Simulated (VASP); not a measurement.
# Co in VASP: single point with PBE

Aim: the single point of Co with PBE.

Everything below comes from runs of VASP 6.6.1. Logs are shortened: lines on timing, memory, paths and dates and some standing lists are left out, and cuts for length are marked.

## Step 1: The cell of the first run

The cell holds a slab with vacuum, 12 atoms: a = 4.988 Å, b = 4.988 Å, c = 21.033 Å, α = 90.00°, β = 90.00°, γ = 120.00°.

## Step 2: Single point, PBE, collinear spin, ferromagnetic start

INCAR reads:

```
SYSTEM = Co
  PREC = Accurate
  ENCUT = 520
  EDIFF = 1E-7
  ISMEAR = 0
  SIGMA = 0.1
  LREAL = .FALSE.
  LASPH = .TRUE.
  NELM = 150
  ALGO = Normal
  ISIF = 2
  LWAVE = .FALSE.
  LCHARG = .FALSE.
  ISPIN = 2
  MAGMOM = 1.86 1.86 1.86 1.86 1.86 1.86 1.86 1.86 1.86 1.86 1.86 1.86
  LORBIT = 11
  LMAXMIX = 4
  LDIPOL = .TRUE.
  IDIPOL = 3
  DIPOL = 0.5 0.5 0.498
  GGA = PE
  NBANDS = 70
```

KPOINTS reads:

```
regular mesh
0
G
  6 6 1
  0 0 0
```

POSCAR reads:

```
Co
1.0
    4.9875371071      0.0000000000      0.0000000000
   -2.4937685535      4.3193338370      0.0000000000
    0.0000000000      0.0000000000     21.0330681235
Co
12
Direct
    0.1666666667      0.3333333333      0.4041255394
    0.1666666667      0.8333333333      0.4041255394
    0.6666666667      0.3333333333      0.4041255394
    0.6666666667      0.8333333333      0.4041255394
    0.3333333333      0.1666666667      0.4984028903
    0.3333333333      0.6666666667      0.4984028903
    0.8333333333      0.1666666667      0.4984028903
    0.8333333333      0.6666666667      0.4984028903
    0.1666666667      0.3333333333      0.5926794750
    0.1666666667      0.8333333333      0.5926794750
    0.6666666667      0.3333333333      0.5926794750
    0.6666666667      0.8333333333      0.5926794750
```

Potentials or basis: VASP PAW PBE potentials, release 64 (Co).

The run is started by

```sh
$ cat potpaw_PBE.64/Co/POTCAR > POTCAR
$ mpirun -np 1 vasp_std > vasp.out
```

OUTCAR:

```text
SYSTEM = Co
   PREC = Accurate
   ENCUT = 520
   EDIFF = 1E-7
   ISMEAR = 0
   LREAL = .FALSE.
   LASPH = .TRUE.
   NELM = 150
   ISIF = 2
   ISPIN = 2
   LORBIT = 11
   GGA = PE

 ion  position               nearest neighbor table
   1  0.167  0.333  0.404-   5 2.45   6 2.45   7 2.45   2 2.49   2 2.49   4 2.49   4 2.49   3 2.49
                             3 2.49
   2  0.167  0.833  0.404-   6 2.45   5 2.45   8 2.45   1 2.49   1 2.49   3 2.49   3 2.49   4 2.49
                             4 2.49
   3  0.667  0.333  0.404-   7 2.45   8 2.45   5 2.45   4 2.49   4 2.49   2 2.49   2 2.49   1 2.49
                             1 2.49
   4  0.667  0.833  0.404-   8 2.45   7 2.45   6 2.45   3 2.49   3 2.49   1 2.49   1 2.49   2 2.49
                             2 2.49
   5  0.333  0.167  0.498-   9 2.45  10 2.45  11 2.45   1 2.45   2 2.45   3 2.45   6 2.49   6 2.49
                             8 2.49   8 2.49   7 2.49   7 2.49
   6  0.333  0.667  0.498-  10 2.45   9 2.45  12 2.45   2 2.45   1 2.45   4 2.45   5 2.49   5 2.49
                             7 2.49   7 2.49   8 2.49   8 2.49
   7  0.833  0.167  0.498-  11 2.45  12 2.45   9 2.45   3 2.45   4 2.45   1 2.45   8 2.49   8 2.49
                             6 2.49   6 2.49   5 2.49   5 2.49
   8  0.833  0.667  0.498-  12 2.45  11 2.45  10 2.45   4 2.45   3 2.45   2 2.45   7 2.49   7 2.49
                             5 2.49   5 2.49   6 2.49   6 2.49
   9  0.167  0.333  0.593-   5 2.45   6 2.45   7 2.45  10 2.49  10 2.49  12 2.49  12 2.49  11 2.49
[... 14 lines left out ...]
 A1 = (   4.9875371071,   0.0000000000,   0.0000000000)
 A2 = (  -2.4937685535,   4.3193338370,   0.0000000000)
 A3 = (   0.0000000000,   0.0000000000,  21.0330681235)

Analysis of symmetry for initial positions (statically):
=====================================================================
 Subroutine PRICEL returns following result:

  LATTYP: Found a hexagonal cell.
 ALAT       =     2.4937685535
 C/A-ratio  =     8.4342502810
[... 12 lines left out ...]
 Subroutine GETGRP returns: Found 12 space group operations
 (whereof  6 operations were pure point group operations)
 out of a pool of 24 trial point group operations.

The static configuration has the point symmetry C_3v.
 The point group associated with its full space group is D_3h.

Analysis of symmetry for dynamics (positions and initial velocities):
=====================================================================
 Subroutine PRICEL returns following result:

  LATTYP: Found a hexagonal cell.
 ALAT       =     2.4937685535
 C/A-ratio  =     8.4342502810
[... 12 lines left out ...]
 Subroutine GETGRP returns: Found 12 space group operations
 (whereof  6 operations were pure point group operations)
 out of a pool of 24 trial point group operations.

[... 657 lines left out ...]
 spin component 2

 k-point     1 :       0.0000    0.0000    0.0000
  band No.  band energies     occupation
      1      -8.6796      1.00000
      2      -6.5707      1.00000
      3      -4.9078      1.00000
      4      -4.3560      1.00000
      5      -4.3560      1.00000
      6      -4.3560      1.00000
[... 472 lines left out ...]
     65       0.8072      0.00000
     66       0.8072      0.00000
 [bands above 66 left out]

------------------------ aborting loop because EDIFF is reached ----------------------------------------

 vacuum level on the upper side and lower side of the slab       (xc-potential included)         0.008         0.011

  FORCE on cell =-STRESS in cart. coord.  units (eV):
  Direction    XX          YY          ZZ          XY          YZ          ZX
  --------------------------------------------------------------------------------------
  -------------------------------------------------------------------------------------
  Total       -5.9352402     -5.9352402     -0.5117624     -0.0000000      0.0000000      0.0000000
  in kB      -20.9866607    -20.9866607     -1.8095620     -0.0000000      0.0000000      0.0000000
  external PRESSURE =     -14.5942944 kB  Pullay stress =       0.0000000 kB

 VOLUME and BASIS-vectors are now :
 -----------------------------------------------------------------------------
  energy-cutoff  :      520.00
  volume of cell :      453.11
      direct lattice vectors                 reciprocal lattice vectors
     4.987537107  0.000000000  0.000000000     0.200499761  0.115758591  0.000000000
    -2.493768553  4.319333837  0.000000000     0.000000000  0.231517182  0.000000000
     0.000000000  0.000000000 21.033068124     0.000000000  0.000000000  0.047544181

 POSITION                                       TOTAL-FORCE (eV/Angst)
 -----------------------------------------------------------------------------------
      0.00000      1.43978      8.50000        -0.000000     -0.000000      0.032177
     -1.24688      3.59944      8.50000        -0.000000     -0.000000      0.032177
      2.49377      1.43978      8.50000        -0.000000     -0.000000      0.032177
      1.24688      3.59944      8.50000         0.000000      0.000000      0.032177
      1.24688      0.71989     10.48294         0.000000      0.000000     -0.000000
     -0.00000      2.87956     10.48294         0.000000     -0.000000     -0.000000
      3.74065      0.71989     10.48294         0.000000      0.000000     -0.000000
      2.49377      2.87956     10.48294         0.000000     -0.000000     -0.000000
      0.00000      1.43978     12.46587         0.000000     -0.000000     -0.032177
     -1.24688      3.59944     12.46587        -0.000000      0.000000     -0.032177
      2.49377      1.43978     12.46587        -0.000000      0.000000     -0.032177
      1.24688      3.59944     12.46587        -0.000000      0.000000     -0.032177
 -----------------------------------------------------------------------------------
    total drift:                               -0.000001      0.000000     -0.017798

  FREE ENERGIE OF THE ION-ELECTRON SYSTEM (eV)
  ---------------------------------------------------
  free  energy   TOTEN  =       -78.6685477370 eV

  energy  without entropy=      -78.6019241620  energy(sigma->0) =      -78.63523595

 vacuum level on the upper side and lower side of the slab         4.476         4.478

 total charge

# of ion       s       p       d       tot
------------------------------------------
    1        0.484   0.408   7.231   8.122
    2        0.484   0.408   7.231   8.122
    3        0.484   0.408   7.231   8.122
    4        0.484   0.408   7.231   8.122
    5        0.490   0.534   7.269   8.293
    6        0.490   0.534   7.269   8.293
    7        0.490   0.534   7.269   8.293
    8        0.490   0.534   7.269   8.293
    9        0.484   0.408   7.231   8.122
   10        0.484   0.408   7.231   8.122
   11        0.484   0.408   7.231   8.122
   12        0.484   0.408   7.231   8.122
--------------------------------------------------
tot          5.832   5.399  86.919  98.150

 magnetization (x)

# of ion       s       p       d       tot
------------------------------------------
    1       -0.009  -0.041   1.818   1.768
    2       -0.009  -0.041   1.818   1.768
    3       -0.009  -0.041   1.818   1.768
    4       -0.009  -0.041   1.818   1.768
    5       -0.014  -0.050   1.790   1.726
    6       -0.014  -0.050   1.790   1.726
    7       -0.014  -0.050   1.790   1.726
    8       -0.014  -0.050   1.790   1.726
    9       -0.009  -0.041   1.818   1.768
   10       -0.009  -0.041   1.818   1.768
   11       -0.009  -0.041   1.818   1.768
   12       -0.009  -0.041   1.818   1.768
--------------------------------------------------
tot         -0.127  -0.526  21.705  21.053
```

OSZICAR:

```text
N       E                     dE             d eps       ncg     rms          rms(c)
DAV:   1     0.805805480003E+03    0.80581E+03   -0.45567E+04  1960   0.149E+03
DAV:   2    -0.294431233608E+02   -0.83525E+03   -0.79540E+03  1972   0.348E+02
DAV:   3    -0.877269478709E+02   -0.58284E+02   -0.53085E+02  2106   0.132E+02
[... 27 lines left out ...]
DAV:  31    -0.786685417298E+02   -0.45591E-05   -0.33830E-08  1174   0.784E-04    0.247E-04
DAV:  32    -0.786685461203E+02   -0.43904E-05   -0.44239E-08  1250   0.556E-04    0.236E-04
DAV:  33    -0.786685472507E+02   -0.11305E-05   -0.15351E-08  1194   0.449E-04    0.119E-04
DAV:  34    -0.786685477197E+02   -0.46903E-06   -0.77111E-09  1154   0.259E-04    0.566E-05
DAV:  35    -0.786685477370E+02   -0.17291E-07   -0.26248E-09  1066   0.160E-04
   1 F= -.78668548E+02 E0= -.78635236E+02  d E =-.666236E-01  mag=    20.8212
```

stdout:

```text
POSCAR found type information on POSCAR Co
 POSCAR found :  1 types and      12 ions
 scaLAPACK will be used
 LDA part: xc-table for (Slater+PW92), standard interpolation
 POSCAR, INCAR and KPOINTS ok, starting setup
 FFT: planning ... GRIDC
 FFT: planning ... GRID_SOFT
 FFT: planning ... GRID
 WAVECAR not read
 entering main loop
```

Run time: 26 min. Hardware: 1 thread of Oxide Virtual Turin-like, shared host; peak memory 0.88 GiB.

What came out:

- Free energy: -78.6685 eV
- Largest force: 0.032 eV/Å
- Net moment: 20.82 μB per cell
- Site moments: Co +1.77, +1.73 (each value once) μB
- Valence electrons inside the program's atomic spheres: Co 8.12, 8.29 (each value once)

Forces in eV/Å, atoms in the order of the input:
```
Co   0.000  0.000  0.032
Co   0.000  0.000  0.032
Co   0.000  0.000  0.032
Co   0.000  0.000  0.032
Co   0.000  0.000  0.000
Co   0.000  0.000  0.000
Co   0.000  0.000  0.000
Co   0.000  0.000  0.000
Co   0.000  0.000 -0.032
Co   0.000  0.000 -0.032
Co   0.000  0.000 -0.032
Co   0.000  0.000 -0.032
```
